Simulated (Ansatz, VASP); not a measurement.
## Ga in VASP and in Ansatz

```
Ga
1.0
     2.76065    0.00000    0.00000
     0.00000    2.76065    0.00000
     0.00000    0.00000    2.76065
Ga
1
Direct
  0.00000 0.00000 0.00000
```

Alike in both runs: task single point; functional PBEsol; k mesh 13 × 13 × 13; occupations fermi-dirac, width 0.1 eV; no spin polarisation.

|  | VASP | Ansatz |
| --- | --- | --- |
| version | VASP 6.6.1 | Ansatz 0.2.0 |
| potentials or method | VASP PAW PBE potentials, release 64 (Ga_d), cutoff 520 eV | plane waves (420 eV) with PAW, scalar-relativistic |
| valence electrons in the cell | 13 | 13 |

|  | VASP | Ansatz | Ansatz less VASP |
| --- | --- | --- | --- |
| pressure (GPa) | -4.8 | -4.8 | -0.04 |

VASP's potentials were made for PBE, not for PBEsol, and Ansatz warns of the same on its side. With one functional, cell and mesh, what is left measures potentials, basis and numerics.
